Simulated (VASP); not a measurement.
# KBr (I4/mmm) in VASP: further runs

Runs on KBr. Level: r2SCAN. Tasks: single point.

Program: VASP 6.6.1. These are calculated values, not measurements. Logs are shortened: lines on timing, memory, paths and dates and some standing lists are left out, and cuts for length are marked.

## (1) The cell of the first run

It takes space group I4/mmm (No. 139, tetragonal). Conventional cell: a = 5.029 Å, b = 5.029 Å, c = 6.058 Å, α = 90.00°, β = 90.00°, γ = 90.00°. Within 4.0 Å of K (site symmetry 4/mmm) lie 6 Br at 3.03 to 3.56 Å. Within 4.0 Å of Br (site symmetry 4/mmm) lie 6 K at 3.03 to 3.56 Å.

## (2) Single point, r2SCAN (strain +0.080 along x and y, -0.080 along z)

Input file POSCAR:

```
KBr
1.0
    0.0000000000      3.5559000000      3.0291000000
    3.5559000000      0.0000000000      3.0291000000
    3.5559000000      3.5559000000      0.0000000000
K Br
1 1
Direct
    0.0000000000      0.0000000000      0.0000000000
    0.5000000000      0.5000000000      0.5000000000
```

Input file INCAR.step1:

```
SYSTEM = KBr
PREC = Accurate ; ENCUT = 520
ISMEAR = 0 ; SIGMA = 0.05
LREAL = .False. ; LASPH = .True.
NELM = 80 ; NBANDS = 15
GGA = PE ; ALGO = Normal
EDIFF = 1E-4 ; LWAVE = .True.
LCHARG = .False.
```

Input file INCAR.step2:

```
SYSTEM = KBr
PREC = Accurate ; ENCUT = 520
EDIFF = 1E-6 ; ISMEAR = 0
SIGMA = 0.05 ; LREAL = .False.
LASPH = .True. ; NELM = 80
ALGO = Normal ; ISIF = 2
LWAVE = .False. ; LCHARG = .False.
METAGGA = R2SCAN ; LMIXTAU = .True.
NBANDS = 15 ; ISTART = 1
```

Input file KPOINTS:

```
regular mesh
0
Gamma
  6 6 6
  0 0 0
```

Potentials or basis: VASP PAW PBE potentials, release 64 (K_sv, Br).

Command:

```bash
> cat potpaw_PBE.64/K_sv/POTCAR potpaw_PBE.64/Br/POTCAR > POTCAR
> cp INCAR.step1 INCAR
> mpirun -np 1 vasp_std > vasp.out
> cp INCAR.step2 INCAR
> mpirun -np 1 vasp_std > vasp.out
```

OUTCAR:

```text
SYSTEM = KBr
   PREC = Accurate
   ENCUT = 520
   EDIFF = 1E-6
   ISMEAR = 0
   LREAL = .False.
   LASPH = .True.
   NELM = 80
   ISIF = 2
   METAGGA = R2SCAN
   ISTART = 1

 ion  position               nearest neighbor table
   1  0.000  0.000  0.000-   2 3.03   2 3.03
   2  0.500  0.500  0.500-   1 3.03   1 3.03

  LATTYP: Found a body centered tetragonal cell.
 ALAT       =     5.0288020064
 C/A-ratio  =     1.2047004420

  Lattice vectors:

 A1 = (   0.0000000000,  -3.5559000000,  -3.0291000000)
 A2 = (   0.0000000000,   3.5559000000,  -3.0291000000)
 A3 = (   3.5559000000,   0.0000000000,   3.0291000000)

Analysis of symmetry for initial positions (statically):
=====================================================================
 Subroutine PRICEL returns:
 Original cell was already a primitive cell.

 Routine SETGRP: Setting up the symmetry group for a
 body centered tetragonal supercell.

 Subroutine GETGRP returns: Found 16 space group operations
 (whereof 16 operations were pure point group operations)
 out of a pool of 16 trial point group operations.

The static configuration has the point symmetry D_4h.

Analysis of symmetry for dynamics (positions and initial velocities):
=====================================================================
 Subroutine PRICEL returns:
 Original cell was already a primitive cell.

 Routine SETGRP: Setting up the symmetry group for a
 body centered tetragonal supercell.

 Subroutine GETGRP returns: Found 16 space group operations
 (whereof 16 operations were pure point group operations)
 out of a pool of 16 trial point group operations.

The dynamic configuration has the point symmetry D_4h.

 Subroutine INISYM returns: Found 16 space group operations
 (whereof 16 operations are pure point group operations),
 and found     1 'primitive' translations

----------------------------------------------------------------------------------------

                                     Primitive cell

  volume of cell :      76.6025

  direct lattice vectors                    reciprocal lattice vectors
     0.000000000  3.555900000  3.029100000    -0.140611378  0.140611378  0.165065531
     3.555900000  0.000000000  3.029100000     0.140611378 -0.140611378  0.165065531
     3.555900000  3.555900000  0.000000000     0.140611378  0.140611378 -0.165065531

  length of vectors
     4.671174544  4.671174544  5.028802006     0.258437128  0.258437128  0.258437128

  position of ions in fractional coordinates (direct lattice)
     0.000000000  0.000000000  0.000000000
     0.500000000  0.500000000  0.500000000

  ion indices of the primitive-cell ions
   primitive index   ion index
                 1           1
                 2           2

----------------------------------------------------------------------------------------

 KPOINTS: regular mesh

Automatic generation of k-mesh.
 Grid dimensions read from file:
 generate k-points for:    6    6    6

 Generating k-lattice:

  Cartesian coordinates                     Fractional coordinates (reciprocal lattice)
    -0.023435230  0.023435230  0.027510922     0.166666667 -0.000000000  0.000000000
     0.023435230 -0.023435230  0.027510922    -0.000000000  0.166666667  0.000000000
     0.023435230  0.023435230 -0.027510922     0.000000000  0.000000000  0.166666667

  Length of vectors
     0.043072855  0.043072855  0.043072855

  Shift w.r.t. Gamma in fractional coordinates (k-lattice)
     0.000000000  0.000000000  0.000000000

 Subroutine IBZKPT returns following result:
 ===========================================

 Found     30 irreducible k-points:

 Following reciprocal coordinates:
            Coordinates               Weight
  0.000000  0.000000  0.000000      1.000000
  0.166667 -0.000000  0.000000      8.000000
  0.333333  0.000000  0.000000      8.000000
  0.500000  0.000000  0.000000      4.000000
  0.166667  0.166667  0.000000      2.000000
  0.333333  0.166667  0.000000      8.000000
[... 16 lines left out ...]
  0.333333  0.000000  0.333333      4.000000
  0.500000  0.000000  0.333333     16.000000
 [... further k-points ...]
   k-points           NKPTS =     30   k-points in BZ     NKDIM =     30   number of bands    NBANDS=     15
   number of dos      NEDOS =    301   number of ions     NIONS =      2
   total plane-waves  NPLWV =  51840
   dimension x,y,z NGX =    36 NGY =   36 NGZ =   40
   dimension x,y,z NGXF=    72 NGYF=   72 NGZF=   80
   ions per type =               1   1
   NGX,Y,Z   is equivalent  to a cutoff of  12.81, 12.81, 13.22 a.u.
   NGXF,Y,Z  is equivalent  to a cutoff of  25.62, 25.62, 26.45 a.u.
 SYSTEM =  KBr
   PREC   = accura    normal or accurate (medium, high low for compatibility)
   ISTART =      1    job   : 0-new  1-cont  2-samecut
   ICHARG =      0    charge: 1-file 2-atom 10-const
   ISPIN  =      1    spin polarized calculation?
   LNONCOLLINEAR =      F non collinear calculations
   LSORBIT =      F    spin-orbit coupling
   LASPH  =      T    aspherical Exc in radial PAW
   ENCUT  =  520.0 eV  38.22 Ry    6.18 a.u.   8.69  8.69  9.35*2*pi/ulx,y,z
   NELM   =     80;   NELMIN=  2; NELMDL=  0     # of ELM steps
   EDIFF  = 0.1E-05   stopping-criterion for ELM
   LREAL  =      F    real-space projection
   EDIFFG = 0.1E-04   stopping-criterion for IOM
   NSW    =      0    number of steps for IOM
   IBRION =     -1    ionic relax: 0-MD 1-quasi-New 2-CG
   NFREE  =      0    steps in history (QN), initial steepest desc. (CG)
   ISIF   =      2    stress and relaxation
   ISYM   =      2    0-nonsym 1-usesym 2-fastsym
   POTIM  = 0.5000    time-step for ionic-motion
   TEBEG  =    0.0;   TEEND  =   0.0 temperature during run
   PSTRESS=    0.0 pullay stress
   NELECT =      16.0000    total number of electrons
   NUPDOWN=      -1.0000    fix difference up-down
   EMIN   =  10.00;   EMAX   =-10.00  energy-range for DOS
   EFERMI =   0.00;   METHOD = LEGACY
   ISMEAR =     0;   SIGMA  =   0.05  broadening in eV -4-tet -1-fermi 0-gaus
   EFERMI_NEDOS =   21; number of points for ismear=-14 and -15
   IALGO  =     38    algorithm
   IMIX   =      4    mixing-type and parameters
     AMIX     =   0.40;   BMIX     =  1.00
     AMIX_MAG =   1.60;   BMIX_MAG =  1.00
  volume/ion in A,a.u.               =      38.30       258.47
  Fermi-wavevector in a.u.,A,eV,Ry     =   0.971331  1.835549 12.836879  0.943484
  Thomas-Fermi vector in A             =   2.101539
   LORBIT       =      0    0 simple, 1 ext, 2 COOP (PROOUT), +10 PAW based schemes
   METAGGA = R2SCAN    functional components
   LHFCALC =     F    Hartree Fock is set to
   AEXX    =    0.0000 exact exchange contribution
   IVDW    =     0    specifies the selected vdW correction
   LEPSILON=     F    determine dielectric tensor
   LRPA    =     F    only Hartree local field effects (RPA)
 non-spin polarized calculation
 Gauss-broadening in eV      SIGMA  =   0.05
  energy-cutoff  :      520.00
  volume of cell :       76.60
 maximum number of plane-waves:      2083
   NGX = 17   NGY = 17   NGZ = 19

 number of electron      16.0000000 magnetization

 Free energy of the ion-electron system (eV)
  ---------------------------------------------------
  ext. energy  EPLUGINS =         0.00000000
  ---------------------------------------------------
  free energy    TOTEN  =       -23.10271040 eV

  energy without entropy =      -23.10271040  energy(sigma->0) =      -23.10271040

 E-fermi :  -2.0407     XC(G=0):  -7.4393

 val. band max:       -2.3124424713   @ k =   0.0000   0.0000   0.0000
 cond. band min:       2.4641844093   @ k =   0.0000   0.0000   0.0000
 fundamental gap:      4.7766268806
 Fermi energy:        -2.0406505931

 k-point     1 :       0.0000    0.0000    0.0000
  band No.  band energies     occupation
      1     -31.3457      2.00000
      2     -15.0710      2.00000
      3     -14.0692      2.00000
      4     -14.0632      2.00000
      5     -14.0632      2.00000
      6      -2.4093      2.00000
      7      -2.4093      2.00000
      8      -2.3124      2.00000
      9       2.4642      0.00000
     10       5.5985      0.00000
     11       5.5985      0.00000
     12       6.3725      0.00000
     13       6.5374      0.00000
     14       7.3487      0.00000
     15       9.6263      0.00000

 k-point     2 :       0.1667   -0.0000    0.0000
  band No.  band energies     occupation
      1     -31.3446      2.00000
      2     -15.1516      2.00000
      3     -14.0671      2.00000
      4     -14.0659      2.00000
      5     -13.9571      2.00000
      6      -2.6980      2.00000
      7      -2.4899      2.00000
      8      -2.4443      2.00000
      9       3.0524      0.00000
     10       5.6322      0.00000
     11       5.9501      0.00000
     12       6.5551      0.00000
     13       6.6897      0.00000
     14       7.7794      0.00000
     15      10.4710      0.00000

 k-point     3 :       0.3333    0.0000    0.0000
  band No.  band energies     occupation
      1     -31.3425      2.00000
      2     -15.2795      2.00000
      3     -14.0749      2.00000
      4     -14.0697      2.00000
      5     -13.7660      2.00000
      6      -3.2354      2.00000
      7      -2.6413      2.00000
      8      -2.6197      2.00000
      9       4.1376      0.00000
     10       5.7836      0.00000
     11       6.8210      0.00000
     12       7.2557      0.00000
     13       7.5300      0.00000
     14       8.8118      0.00000
     15       9.3092      0.00000
[... 343 lines left out ...]
 k-point    23 :       0.3333    0.0000    0.3333
  band No.  band energies     occupation
      1     -31.3423      2.00000
      2     -15.0428      2.00000
      3     -14.0935      2.00000
      4     -14.0765      2.00000
      5     -14.0701      2.00000
      6      -3.1169      2.00000
      7      -2.5189      2.00000
      8      -2.5072      2.00000
      9       4.4503      0.00000
     10       4.5554      0.00000
     11       7.2403      0.00000
     12       7.6803      0.00000
     13       7.7373      0.00000
     14       8.2467      0.00000
     15       8.8396      0.00000

 k-point    24 :       0.5000    0.0000    0.3333
  band No.  band energies     occupation
      1     -31.3413      2.00000
      2     -15.1028      2.00000
      3     -14.1163      2.00000
      4     -14.0748      2.00000
      5     -13.9737      2.00000
      6      -3.1539      2.00000
      7      -2.7415      2.00000
      8      -2.5930      2.00000
      9       4.5962      0.00000
     10       5.4667      0.00000
     11       6.7895      0.00000
     12       7.8341      0.00000
     13       8.1544      0.00000
     14       8.6209      0.00000
     15       8.8361      0.00000

 [... further k-points ...]
[... 5 lines left out ...]
  --------------------------------------------------------------------------------------
  -------------------------------------------------------------------------------------
  Total       -0.7873380     -0.7873380      2.1390730      0.0000000      0.0000000      0.0000000
  in kB      -16.4675543    -16.4675543     44.7397449      0.0000000      0.0000000      0.0000000
  external PRESSURE =       3.9348788 kB  Pullay stress =       0.0000000 kB

 VOLUME and BASIS-vectors are now :
 -----------------------------------------------------------------------------
  energy-cutoff  :      520.00
  volume of cell :       76.60
      direct lattice vectors                 reciprocal lattice vectors
     0.000000000  3.555900000  3.029100000    -0.140611378  0.140611378  0.165065531
     3.555900000  0.000000000  3.029100000     0.140611378 -0.140611378  0.165065531
     3.555900000  3.555900000  0.000000000     0.140611378  0.140611378 -0.165065531

 POSITION                                       TOTAL-FORCE (eV/Angst)
 -----------------------------------------------------------------------------------
      0.00000      0.00000      0.00000         0.000000      0.000000      0.000000
      3.55590      3.55590      3.02910        -0.000000     -0.000000      0.000000
 -----------------------------------------------------------------------------------
    total drift:                                0.000000      0.000000      0.000000

  FREE ENERGIE OF THE ION-ELECTRON SYSTEM (eV)
  ---------------------------------------------------
  free  energy   TOTEN  =       -23.1027103965 eV

  energy  without entropy=      -23.1027103965  energy(sigma->0) =      -23.10271040
```

Run time: 90 s. Hardware: 1 thread of AMD EPYC 9R45 (Zen 5), shared host; peak memory 0.21 GiB.

Results:

```
Free energy            : -23.1027 eV
Pressure               : 0.4 GPa
Band gap on the k mesh : 4.78 eV, direct
```

Levels at points of the mesh, in eV from the valence-band top:
| k point | band 6 | band 7 | band 8 | band 9 | band 10 | band 11 |
| --- | --- | --- | --- | --- | --- | --- |
| (0.00, 0.00, 0.00) | -0.10 | -0.10 | 0.00 | 4.78 | 7.91 | 7.91 |
| (0.50, 0.00, 0.00) | -1.16 | -0.40 | -0.39 | 6.90 | 8.46 | 9.95 |
| (0.50, 0.50, 0.00) | -0.63 | -0.47 | -0.47 | 6.17 | 8.00 | 10.21 |
| (0.50, 0.00, 0.50) | -0.89 | -0.25 | -0.24 | 6.51 | 7.62 | 9.34 |

Caveat: the cell differs from its parent crystal (strain +0.080 along x and y, -0.080 along z); the PAW data sets were made with another functional, which shifts forces and pressure a little.

(Part 1 of 2 ends here.)
